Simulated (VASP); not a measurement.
## KRuSe3: relaxation of cell and atoms with PBE

The system is KRuSe3.

```xyz
5
Lattice="5.1590 0.0000 0.0000 0.0000 5.1590 0.0000 0.0000 0.0000 5.1590" Properties=species:S:1:pos:R:3 pbc="T T T"
K     0.0000    0.0000    0.0000
Ru    2.5795    2.5795    2.5795
Se    2.5795    0.0000    0.0000
Se    0.0000    2.5795    0.0000
Se    0.0000    0.0000    2.5795
```

- Program: VASP 6.6.1
- Task: relaxation of cell and atoms
- Functional: PBE
- Potentials or basis: VASP PAW PBE potentials, release 64 (K_sv, Ru_pv, Se)
- Cutoff: 600 eV
- k mesh: 4 × 4 × 4
- Occupations: gaussian, width 0.1 eV
- Spin: collinear spin, ferromagnetic start
- Starting moments: [0.0, 1.0, 0.0, 0.0, 0.0] μB
- Dipole correction: no
- Further INCAR settings: ALGO = Normal; EDIFF = 1e-06; IBRION = 2; EDIFFG = -0.04; NSW = 90; ISIF = 3

| Property | Result |
| --- | --- |
| Relaxed volume | 31.65 Å³/atom |
| Relaxed cell | a = 5.409 Å, b = 5.409 Å, c = 5.409 Å, α = 90.00°, β = 90.00°, γ = 90.00° |
| Space group after relaxing (to 0.05 Å) | Pm-3m (No. 221) |
| Energy gained by relaxing | -119.1 meV/atom |
| Ionic steps | 5 |
| Pressure after relaxing | -0.1 GPa |
| Net moment | 0.00 μB per cell |
| Valence electrons inside the program's atomic spheres | K 7.76; Ru 12.09; Se 3.67 |

Step by step:
```csv
step,energy change (eV),largest force (eV/Å),pressure (GPa),volume (Å³)
1,0.0000,0.0000,5.30,137.31
2,0.4909,0.0000,0.98,156.18
3,0.6009,0.0000,-0.44,161.46
4,0.5972,0.0000,-0.23,159.78
5,0.5955,0.0000,-0.10,158.25
```

Final structure:
```xyz
5
Lattice="5.4090 0.0000 0.0000 0.0000 5.4090 0.0000 0.0000 0.0000 5.4090" Properties=species:S:1:pos:R:3 pbc="T T T"
K     0.0000    0.0000    0.0000
Ru    2.7045    2.7045    2.7045
Se    2.7045    0.0000    0.0000
Se    0.0000    2.7045    0.0000
Se    0.0000    0.0000    2.7045
```

Levels at points of the mesh, in eV from the Fermi level:
Spin up:
| k point | band 17 | band 18 | band 19 | band 20 | band 21 | band 22 | band 23 | band 24 | band 25 |
| --- | --- | --- | --- | --- | --- | --- | --- | --- | --- |
| (0.00, 0.00, 0.00) | -0.34 | -0.34 | -0.32 | -0.32 | -0.32 | 0.61 | 0.61 | 0.61 | 0.83 |
| (0.50, 0.00, 0.00) | -1.14 | -0.30 | -0.23 | 0.09 | 0.09 | 0.31 | 0.54 | 0.54 | 2.85 |
| (0.50, 0.50, 0.00) | -0.77 | -0.37 | -0.21 | -0.18 | -0.07 | 0.24 | 0.24 | 0.63 | 2.58 |
| (0.50, 0.50, 0.50) | -0.29 | -0.29 | -0.29 | -0.20 | -0.20 | 0.43 | 0.43 | 0.43 | 1.06 |
Spin down:
```csv
k point,band 17,band 18,band 19,band 20,band 21,band 22,band 23,band 24,band 25
"(0.00, 0.00, 0.00)",-0.34,-0.34,-0.32,-0.32,-0.32,0.61,0.61,0.61,0.83
"(0.50, 0.00, 0.00)",-1.14,-0.30,-0.23,0.09,0.09,0.31,0.54,0.54,2.85
"(0.50, 0.50, 0.00)",-0.77,-0.37,-0.21,-0.18,-0.07,0.24,0.24,0.63,2.58
"(0.50, 0.50, 0.50)",-0.29,-0.29,-0.29,-0.20,-0.20,0.43,0.43,0.43,1.06
```

Wall time 11 min on 1 thread of Intel(R) Xeon(R) Platinum 8259CL CPU @ 2.50GHz (Skylake/Cascade Lake) (shared host), peak memory 0.37 GiB.

Caveat: the volume moved by over 15 % at a fixed basis, so the end points are rough.
